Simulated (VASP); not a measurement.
# Hg (P6_3/mmc) in VASP: a series of runs

Hg is run at these levels: PBE+D3(BJ); tasks: single point.

Everything below comes from runs of VASP 6.6.1. Logs are shortened: lines on timing, memory, paths and dates and some standing lists are left out, and cuts for length are marked.

**1. The cell of the first run**

It takes space group P6_3/mmc (No. 194, hexagonal). The conventional cell has a = 3.264 Å, b = 3.264 Å, c = 5.577 Å, α = 90.00°, β = 90.00°, γ = 120.00°. Within 4.3 Å of Hg (site symmetry -6m2) lie 12 Hg at 3.26 to 3.37 Å.

**2. Single point, PBE+D3(BJ) (25.72 Å³/atom)**

INCAR

```
PREC = Accurate
ENCUT = 520
EDIFF = 1E-6
ISMEAR = 0
SIGMA = 0.15
LREAL = F
LASPH = T
NELM = 100
ALGO = Fast
ISIF = 2
LWAVE = F
LCHARG = F
GGA = PE
IVDW = 12
NBANDS = 19
```

KPOINTS

```
Automatic mesh
0
Gamma
  18 18 10
```

POSCAR

```
Hg
1.0
    3.2637838318      0.0000000000      0.0000000000
   -1.6318919159      2.8265197108      0.0000000000
    0.0000000000      0.0000000000      5.5765010551
Hg
2
Direct
    0.6666666667      0.3333333333      0.7500000000
    0.3333333333      0.6666666667      0.2500000000
```

Potentials or basis: VASP PAW PBE potentials, release 64 (Hg).

Started as:

```console
$ cat potpaw_PBE.64/Hg/POTCAR > POTCAR
$ mpirun -np 1 vasp_std > vasp.out
```

OUTCAR:

```text
PREC = Accurate
   ENCUT = 520
   EDIFF = 1E-6
   ISMEAR = 0
   LREAL = F
   LASPH = T
   NELM = 100
   ISIF = 2
   GGA = PE
   IVDW = 12
 IVDW          = 12

 ion  position               nearest neighbor table
   1  0.667  0.333  0.750-   2 3.37   2 3.37   2 3.37   2 3.37   2 3.37   2 3.37
   2  0.333  0.667  0.250-   1 3.37   1 3.37   1 3.37   1 3.37   1 3.37   1 3.37

  LATTYP: Found a hexagonal cell.
 ALAT       =     3.2637838318
 C/A-ratio  =     1.7086000000

  Lattice vectors:

 A1 = (   3.2637838318,   0.0000000000,   0.0000000000)
 A2 = (  -1.6318919159,   2.8265197108,   0.0000000000)
 A3 = (   0.0000000000,   0.0000000000,   5.5765010551)

Analysis of symmetry for initial positions (statically):
=====================================================================
 Subroutine PRICEL returns:
 Original cell was already a primitive cell.

 Routine SETGRP: Setting up the symmetry group for a
 hexagonal supercell.

 Subroutine GETGRP returns: Found 24 space group operations
 (whereof 12 operations were pure point group operations)
 out of a pool of 24 trial point group operations.

The static configuration has the point symmetry D_3d.
 The point group associated with its full space group is D_6h.

Analysis of symmetry for dynamics (positions and initial velocities):
=====================================================================
 Subroutine PRICEL returns:
 Original cell was already a primitive cell.

 Routine SETGRP: Setting up the symmetry group for a
 hexagonal supercell.

 Subroutine GETGRP returns: Found 24 space group operations
 (whereof 12 operations were pure point group operations)
 out of a pool of 24 trial point group operations.

The dynamic configuration has the point symmetry D_3d.
 The point group associated with its full space group is D_6h.

 Subroutine INISYM returns: Found 24 space group operations
 (whereof 12 operations are pure point group operations),
 and found     1 'primitive' translations

----------------------------------------------------------------------------------------

                                     Primitive cell

  volume of cell :      51.4441

  direct lattice vectors                    reciprocal lattice vectors
     3.263783832  0.000000000  0.000000000     0.306392841  0.176895989  0.000000000
    -1.631891916  2.826519711  0.000000000     0.000000000  0.353791978  0.000000000
     0.000000000  0.000000000  5.576501055     0.000000000  0.000000000  0.179323915

  length of vectors
     3.263783832  3.263783832  5.576501055     0.353791978  0.353791978  0.179323915

  position of ions in fractional coordinates (direct lattice)
     0.666666667  0.333333333  0.750000000
     0.333333333  0.666666667  0.250000000

  ion indices of the primitive-cell ions
   primitive index   ion index
                 1           1
                 2           2

----------------------------------------------------------------------------------------

 KPOINTS: Automatic mesh

Automatic generation of k-mesh.
 Grid dimensions read from file:
 generate k-points for:   18   18   10

 Generating k-lattice:

  Cartesian coordinates                     Fractional coordinates (reciprocal lattice)
     0.017021824  0.009827555  0.000000000     0.055555556 -0.000000000  0.000000000
     0.000000000  0.019655110  0.000000000     0.000000000  0.055555556  0.000000000
     0.000000000  0.000000000  0.017932391     0.000000000  0.000000000  0.100000000

  Length of vectors
     0.019655110  0.019655110  0.017932391

  Shift w.r.t. Gamma in fractional coordinates (k-lattice)
     0.000000000  0.000000000  0.000000000

 Subroutine IBZKPT returns following result:
 ===========================================

 Found    222 irreducible k-points:

 Following reciprocal coordinates:
            Coordinates               Weight
  0.000000  0.000000  0.000000      1.000000
  0.055556 -0.000000  0.000000      6.000000
  0.111111 -0.000000  0.000000      6.000000
  0.166667  0.000000  0.000000      6.000000
  0.222222  0.000000  0.000000      6.000000
  0.277778  0.000000  0.000000      6.000000
[... 16 lines left out ...]
  0.333333  0.111111  0.000000     12.000000
  0.388889  0.111111  0.000000     12.000000
 [... further k-points ...]
   k-points           NKPTS =    222   k-points in BZ     NKDIM =    222   number of bands    NBANDS=     19
   number of dos      NEDOS =    301   number of ions     NIONS =      2
   total plane-waves  NPLWV =  24192
   dimension x,y,z NGX =    24 NGY =   24 NGZ =   42
   dimension x,y,z NGXF=    48 NGYF=   48 NGZF=   84
   ions per type =               2
   NGX,Y,Z   is equivalent  to a cutoff of  12.22, 12.22, 12.52 a.u.
   NGXF,Y,Z  is equivalent  to a cutoff of  24.45, 24.45, 25.04 a.u.
 SYSTEM =  unknown system
   PREC   = accura    normal or accurate (medium, high low for compatibility)
   ISTART =      0    job   : 0-new  1-cont  2-samecut
   ICHARG =      2    charge: 1-file 2-atom 10-const
   ISPIN  =      1    spin polarized calculation?
   LNONCOLLINEAR =      F non collinear calculations
   LSORBIT =      F    spin-orbit coupling
   LASPH  =      T    aspherical Exc in radial PAW
   ENCUT  =  520.0 eV  38.22 Ry    6.18 a.u.   6.07  6.07 10.37*2*pi/ulx,y,z
   NELM   =    100;   NELMIN=  2; NELMDL= -5     # of ELM steps
   EDIFF  = 0.1E-05   stopping-criterion for ELM
   LREAL  =      F    real-space projection
   EDIFFG = 0.1E-04   stopping-criterion for IOM
   NSW    =      0    number of steps for IOM
   IBRION =     -1    ionic relax: 0-MD 1-quasi-New 2-CG
   NFREE  =      0    steps in history (QN), initial steepest desc. (CG)
   ISIF   =      2    stress and relaxation
   ISYM   =      2    0-nonsym 1-usesym 2-fastsym
   POTIM  = 0.5000    time-step for ionic-motion
   TEBEG  =    0.0;   TEEND  =   0.0 temperature during run
   PSTRESS=    0.0 pullay stress
   NELECT =      24.0000    total number of electrons
   NUPDOWN=      -1.0000    fix difference up-down
   EMIN   =  10.00;   EMAX   =-10.00  energy-range for DOS
   EFERMI =   0.00;   METHOD = LEGACY
   ISMEAR =     0;   SIGMA  =   0.15  broadening in eV -4-tet -1-fermi 0-gaus
   EFERMI_NEDOS =   21; number of points for ismear=-14 and -15
   IALGO  =     68    algorithm
   IMIX   =      4    mixing-type and parameters
     AMIX     =   0.40;   BMIX     =  1.00
     AMIX_MAG =   1.60;   BMIX_MAG =  1.00
  volume/ion in A,a.u.               =      25.72       173.58
  Fermi-wavevector in a.u.,A,eV,Ry     =   1.269697  2.399380 21.934375  1.612131
  Thomas-Fermi vector in A             =   2.402725
   LORBIT       =      0    0 simple, 1 ext, 2 COOP (PROOUT), +10 PAW based schemes
   GGA     = PE    functional components
   LHFCALC =     F    Hartree Fock is set to
   AEXX    =    0.0000 exact exchange contribution
   IVDW    =    12    specifies the selected vdW correction
   LEPSILON=     F    determine dielectric tensor
   LRPA    =     F    only Hartree local field effects (RPA)
 non-spin polarized calculation
 RMM-DIIS sequential band-by-band and
 Gauss-broadening in eV      SIGMA  =   0.15
  energy-cutoff  :      520.00
  volume of cell :       51.44
 maximum number of plane-waves:      1419
   NGX = 13   NGY = 13   NGZ = 21

 number of electron      23.9999997 magnetization

 Free energy of the ion-electron system (eV)
  ---------------------------------------------------
  ext. energy  EPLUGINS =         0.00000000
  ---------------------------------------------------
  free energy    TOTEN  =        -0.28577725 eV

  energy without entropy =       -0.27860529  energy(sigma->0) =       -0.28219127

 E-fermi :   1.8019     XC(G=0): -10.3844

 val. band max:        1.7875152909   @ k =   0.3333   0.1667   0.0000
 cond. band min:       1.8059492281   @ k =   0.4444   0.1111   0.4000
 fundamental gap:      0.0184339372
 Fermi energy:         1.8018962171

 k-point     1 :       0.0000    0.0000    0.0000
  band No.  band energies     occupation
      1      -6.2783      2.00000
      2      -5.5164      2.00000
      3      -4.7543      2.00000
      4      -4.6032      2.00000
      5      -4.6032      2.00000
      6      -4.5106      2.00000
[... 11 lines left out ...]
     18      16.5493      0.00000
     19      16.7300      0.00000

 k-point     2 :       0.0556   -0.0000    0.0000
  band No.  band energies     occupation
      1      -6.2095      2.00000
      2      -5.4782      2.00000
      3      -4.7552      2.00000
      4      -4.5998      2.00000
      5      -4.5757      2.00000
      6      -4.5199      2.00000
[... 11 lines left out ...]
     18      16.7920      0.00000
     19      17.0549      0.00000

 k-point     3 :       0.1111   -0.0000    0.0000
  band No.  band energies     occupation
      1      -6.0093      2.00000
      2      -5.3749      2.00000
      3      -4.7661      2.00000
      4      -4.5842      2.00000
      5      -4.5289      2.00000
      6      -4.4956      2.00000
[... 11 lines left out ...]
     18      16.3870      0.00000
     19      17.2008      0.00000

 k-point     4 :       0.1667    0.0000    0.0000
  band No.  band energies     occupation
      1      -5.7064      2.00000
      2      -5.2495      2.00000
      3      -4.7714      2.00000
      4      -4.5933      2.00000
      5      -4.4510      2.00000
      6      -4.4205      2.00000
[... 407 lines left out ...]
     18      13.0925      0.00000
     19      14.1961      0.00000

 k-point    23 :       0.3333    0.1111    0.0000
  band No.  band energies     occupation
      1      -5.2429      2.00000
      2      -5.0894      2.00000
      3      -5.0183      2.00000
      4      -4.5706      2.00000
      5      -4.4050      2.00000
      6      -4.3757      2.00000
[... 11 lines left out ...]
     18      12.6477      0.00000
     19      13.9068      0.00000

 k-point    24 :       0.3889    0.1111    0.0000
  band No.  band energies     occupation
      1      -5.2873      2.00000
      2      -5.1173      2.00000
      3      -5.0868      2.00000
      4      -4.5749      2.00000
      5      -4.4276      2.00000
      6      -4.3507      2.00000
[... 11 lines left out ...]
     18      12.3661      0.00000
     19      13.7313      0.00000

 [... further k-points ...]

------------------------ aborting loop because EDIFF is reached ----------------------------------------

 Edisp (eV)   -0.81403

 E8    (eV) :    -0.3691

  FORCE on cell =-STRESS in cart. coord.  units (eV):
  Direction    XX          YY          ZZ          XY          YZ          ZX
  --------------------------------------------------------------------------------------
  -------------------------------------------------------------------------------------
  Total       0.16198     0.16198    -0.19660    -0.00000     0.00000     0.00000
  in kB       5.04486     5.04486    -6.12307    -0.00000     0.00000     0.00000
  external pressure =        1.32 kB  Pullay stress =        0.00 kB

 VOLUME and BASIS-vectors are now :
 -----------------------------------------------------------------------------
  energy-cutoff  :      520.00
  volume of cell :       51.44
      direct lattice vectors                 reciprocal lattice vectors
     3.263783832  0.000000000  0.000000000     0.306392841  0.176895989  0.000000000
    -1.631891916  2.826519711  0.000000000     0.000000000  0.353791978  0.000000000
     0.000000000  0.000000000  5.576501055     0.000000000  0.000000000  0.179323915

 POSITION                                       TOTAL-FORCE (eV/Angst)
 -----------------------------------------------------------------------------------
      1.63189      0.94217      4.18238        -0.000000      0.000000      0.000000
     -0.00000      1.88435      1.39413         0.000000     -0.000000      0.000000
 -----------------------------------------------------------------------------------
    total drift:                               -0.000000      0.000000     -0.000000

  FREE ENERGIE OF THE ION-ELECTRON SYSTEM (eV)
  ---------------------------------------------------
  free  energy   TOTEN  =        -1.0998092974 eV

  energy  without entropy=       -1.0926373360  energy(sigma->0) =       -1.09622332
```

Wall time 1.9 min (1 thread of Intel Xeon 6975P-C (Granite Rapids), shared host); peak memory 0.29 GiB.

Results:

- Free energy: -1.0998 eV
- Pressure: 0.1 GPa
- Band gap on the k mesh: zero (bands 12 and 13 overlap by 1.28 eV)
- Dispersion energy per atom: -0.407 eV

Stress tensor (GPa, compression positive):
```
 0.50  0.00  0.00
 0.00  0.50  0.00
 0.00  0.00 -0.61
```

Levels at points of the mesh, in eV from the Fermi level:
| k point | band 10 | band 11 | band 12 | band 13 | band 14 | band 15 |
| --- | --- | --- | --- | --- | --- | --- |
| (0.00, 0.00, 0.00) | -5.55 | -5.55 | -1.93 | -1.12 | 12.76 | 12.76 |
| (0.50, 0.00, 0.00) | -5.34 | -1.94 | -1.63 | 2.38 | 2.83 | 4.12 |
| (0.00, 0.00, 0.50) | -5.72 | -5.72 | -5.72 | 5.74 | 5.74 | 13.70 |
| (0.50, 0.00, 0.50) | -5.37 | -0.91 | -0.91 | 0.03 | 0.03 | 9.06 |

Caveat: spin-orbit coupling is left out, which moves the levels of the heavy elements.

**3. Single point, PBE+D3(BJ) (25.72 Å³/atom)**

INCAR

```
SYSTEM = Hg
  PREC = Accurate
  ENCUT = 520
  EDIFF = 1E-6
  ISMEAR = 0
  SIGMA = 0.15
  LREAL = .False.
  LASPH = .True.
  NELM = 60
  ALGO = Fast
  ISIF = 2
  LWAVE = .False.
  LCHARG = .False.
  GGA = PE
  IVDW = 12
  NBANDS = 19
```

KPOINTS

```
Automatic mesh
0
Gamma
  18 18 10
  0 0 0
```

POSCAR

```
Hg
1.0
    3.4430293947      0.0000000000      0.0000000000
   -1.7215146974      2.9817509218      0.0000000000
    0.0000000000      0.0000000000      5.0109849811
Hg
2
Direct
    0.6666666667      0.3333333333      0.7500000000
    0.3333333333      0.6666666667      0.2500000000
```

Potentials or basis: VASP PAW PBE potentials, release 64 (Hg).

Started as:

```console
$ cat potpaw_PBE.64/Hg/POTCAR > POTCAR
$ mpirun -np 1 vasp_std > vasp.out
```

OUTCAR:

```text
SYSTEM = Hg
   PREC = Accurate
   ENCUT = 520
   EDIFF = 1E-6
   ISMEAR = 0
   LREAL = .False.
   LASPH = .True.
   NELM = 60
   ISIF = 2
   GGA = PE
   IVDW = 12
 IVDW          = 12

 ion  position               nearest neighbor table
   1  0.667  0.333  0.750-   2 3.20   2 3.20   2 3.20   2 3.20   2 3.20   2 3.20
   2  0.333  0.667  0.250-   1 3.20   1 3.20   1 3.20   1 3.20   1 3.20   1 3.20

  LATTYP: Found a hexagonal cell.
 ALAT       =     3.4430293947
 C/A-ratio  =     1.4554000000

  Lattice vectors:

 A1 = (   3.4430293947,   0.0000000000,   0.0000000000)
 A2 = (  -1.7215146974,   2.9817509218,   0.0000000000)
 A3 = (   0.0000000000,   0.0000000000,   5.0109849811)

Analysis of symmetry for initial positions (statically):
=====================================================================
 Subroutine PRICEL returns:
 Original cell was already a primitive cell.

 Routine SETGRP: Setting up the symmetry group for a
 hexagonal supercell.

 Subroutine GETGRP returns: Found 24 space group operations
 (whereof 12 operations were pure point group operations)
 out of a pool of 24 trial point group operations.

The static configuration has the point symmetry D_3d.
[... 163 lines left out ...]
  energy without entropy =       -0.28256379  energy(sigma->0) =       -0.28562236

 E-fermi :   1.9594     XC(G=0): -10.3784

 val. band max:        1.9198575917   @ k =   0.2222   0.2222   0.1000
 cond. band min:       1.9658133655   @ k =   0.1667   0.1111   0.0000
 fundamental gap:      0.0459557739
 Fermi energy:         1.9593939554

 k-point     1 :       0.0000    0.0000    0.0000
  band No.  band energies     occupation
      1      -6.3020      2.00000
      2      -5.3905      2.00000
      3      -4.5888      2.00000
      4      -4.5888      2.00000
      5      -4.5386      2.00000
      6      -4.5386      2.00000
[... 505 lines left out ...]
      6      -4.2290      2.00000
[... 11 lines left out ...]
     18      12.5011      0.00000
     19      13.5681      0.00000

 [... further k-points ...]

------------------------ aborting loop because EDIFF is reached ----------------------------------------

 Edisp (eV)   -0.81441

 E8    (eV) :    -0.3694

  FORCE on cell =-STRESS in cart. coord.  units (eV):
  Direction    XX          YY          ZZ          XY          YZ          ZX
  --------------------------------------------------------------------------------------
  -------------------------------------------------------------------------------------
  Total       0.00681     0.00681     0.20005    -0.00000     0.00000    -0.00000
  in kB       0.21224     0.21224     6.23035    -0.00000     0.00000    -0.00000
  external pressure =        2.22 kB  Pullay stress =        0.00 kB

 VOLUME and BASIS-vectors are now :
 -----------------------------------------------------------------------------
  energy-cutoff  :      520.00
  volume of cell :       51.44
      direct lattice vectors                 reciprocal lattice vectors
     3.443029395  0.000000000  0.000000000     0.290441900  0.167686709  0.000000000
    -1.721514697  2.981750922  0.000000000     0.000000000  0.335373419  0.000000000
     0.000000000  0.000000000  5.010984981     0.000000000  0.000000000  0.199561564

 POSITION                                       TOTAL-FORCE (eV/Angst)
 -----------------------------------------------------------------------------------
      1.72151      0.99392      3.75824        -0.000000     -0.000000      0.000000
     -0.00000      1.98783      1.25275         0.000000      0.000000      0.000000
 -----------------------------------------------------------------------------------
    total drift:                               -0.000000      0.000000     -0.000000

  FREE ENERGIE OF THE ION-ELECTRON SYSTEM (eV)
  ---------------------------------------------------
  free  energy   TOTEN  =        -1.1030907537 eV

  energy  without entropy=       -1.0969736243  energy(sigma->0) =       -1.10003219
```

stdout:

```text
POSCAR found type information on POSCAR Hg
 POSCAR found :  1 types and       2 ions
 scaLAPACK will be used
 LDA part: xc-table for (Slater+PW92), standard interpolation
 POSCAR, INCAR and KPOINTS ok, starting setup
 FFT: planning ... GRIDC
 FFT: planning ... GRID_SOFT
 FFT: planning ... GRID
 WAVECAR not read
 entering main loop
```

Wall time 2.7 min (1 thread of Intel Xeon 6975P-C (Granite Rapids), shared host); peak memory 0.31 GiB.

What came out:

```yaml
Free_energy: -1.1031 eV
Pressure: 0.2 GPa
Band_gap_on_the_k_mesh: zero (bands 12 and 13 overlap by 0.85 eV)
Dispersion_energy_per_atom: -0.407 eV
```

Levels at points of the mesh, in eV from the Fermi level:
| k point | band 10 | band 11 | band 12 | band 13 | band 14 | band 15 |
| --- | --- | --- | --- | --- | --- | --- |
| (0.00, 0.00, 0.00) | -5.66 | -5.66 | -0.52 | -0.41 | 10.47 | 10.47 |
| (0.50, 0.00, 0.00) | -5.48 | -2.85 | -2.38 | 3.22 | 3.94 | 4.32 |
| (0.00, 0.00, 0.50) | -5.84 | -5.84 | -5.84 | 8.39 | 8.39 | 11.71 |
| (0.50, 0.00, 0.50) | -5.70 | -1.49 | -1.49 | -0.07 | -0.07 | 8.26 |

Caveat: spin-orbit coupling is left out, which moves the levels of the heavy elements.

The gap in the log of VASP goes by the Fermi energy; the results here count the filled bands.